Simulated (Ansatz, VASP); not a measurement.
## One calculation of HfSnO4, two programs

Contents of INCAR:

```
SYSTEM = HfSnO4
PREC     = Accurate       ! precision mode
ENCUT    = 600            ! plane-wave cutoff, eV
EDIFF    = 1E-6           ! SCF threshold, eV
ISMEAR   = 0              ! smearing method
SIGMA    = 0.1            ! smearing width, eV
LREAL    = .FALSE.        ! projectors in reciprocal space
LASPH    = .TRUE.         ! aspherical terms in the spheres
NELM     = 80             ! most SCF steps
ALGO     = Normal         ! electronic algorithm
ISIF     = 3              ! what is computed and relaxed
LWAVE    = .FALSE.        ! write WAVECAR
LCHARG   = .FALSE.        ! write CHGCAR
GGA      = PE             ! functional
IBRION   = 2              ! ionic algorithm
NSW      = 90             ! ionic steps
EDIFFG   = -0.04          ! ionic threshold
```

The input KPOINTS:

```
regular mesh
0
G
  6 6 4
  0 0 0
```

The input POSCAR:

```
HfSnO4
1.0
    3.5998554917      0.0000000000      0.0000000000
    0.0000000000      3.5998554917      0.0000000000
    0.0000000000      0.0000000000      5.4270476059
Hf Sn O
1 1 4
Direct
    0.0000000000      0.0000000000      0.0000000000
    0.5000000000      0.5000000000      0.5000000000
    0.0000000000      0.5000000000      0.6842662688
    0.5000000000      0.0000000000      0.8217961305
    0.5000000000      0.0000000000      0.3157337312
    0.0000000000      0.5000000000      0.1782038695
```

Input for Ansatz:

```yaml
crystal:
  lattice:
    - [3.5998554917, 0.0, 0.0]
    - [0.0, 3.5998554917, 0.0]
    - [0.0, 0.0, 5.4270476059]
  atoms:
    - { symbol: Hf, position: [0.0, 0.0, 0.0] }
    - { symbol: Sn, position: [0.5, 0.5, 0.5] }
    - { symbol: O, position: [0.0, 0.5, 0.6842662688] }
    - { symbol: O, position: [0.5, 0.0, 0.8217961305] }
    - { symbol: O, position: [0.5, 0.0, 0.3157337312] }
    - { symbol: O, position: [0.0, 0.5, 0.1782038695] }
basis:
  ecutwfc: 420
kpoints:
  mp_grid: { grid: [6, 6, 4] }
hamiltonian:
  xc: pbe
scf:
  occupations: { method: gaussian, width: 0.1 }
  lower_state_search: "off"
output:
  forces: true
  stress: true
  eigenvalues: true
relax:
  adjacent_minimum: "off"
  f_tol: 0.04
  max_steps: 70
  cell: { stress_tol: 0.4 }
```

Alike in both runs: task relaxation of cell and atoms; functional PBE; k mesh 6 × 6 × 4; occupations gaussian, width 0.1 eV; no spin polarisation.

```csv
,VASP,Ansatz
version,VASP 6.6.1,Ansatz 0.2.0
potentials or method,"VASP PAW PBE potentials, release 64 (Hf_pv, Sn_d, O), cutoff 600 eV","scalar-relativistic, plane waves, PAW"
valence electrons in the cell,48,64
```

|  | VASP | Ansatz | Ansatz less VASP |
| --- | --- | --- | --- |
| gap on the k mesh at the Fermi level, each at its own relaxed structure (eV) | 1.78 | 1.78 | -0.005 |
| relaxed volume (Å³/atom) | 11.64 | 11.72 | +0.081 |
| relaxed length of the cell vector where the two differ most in proportion (Å) | 5.410 | 5.427 | +0.0170 |

VASP's potentials hold 48 valence electrons a cell and Ansatz's 64, so a difference there can come from the potentials and not from the codes.

Neither program's run includes spin-orbit coupling.
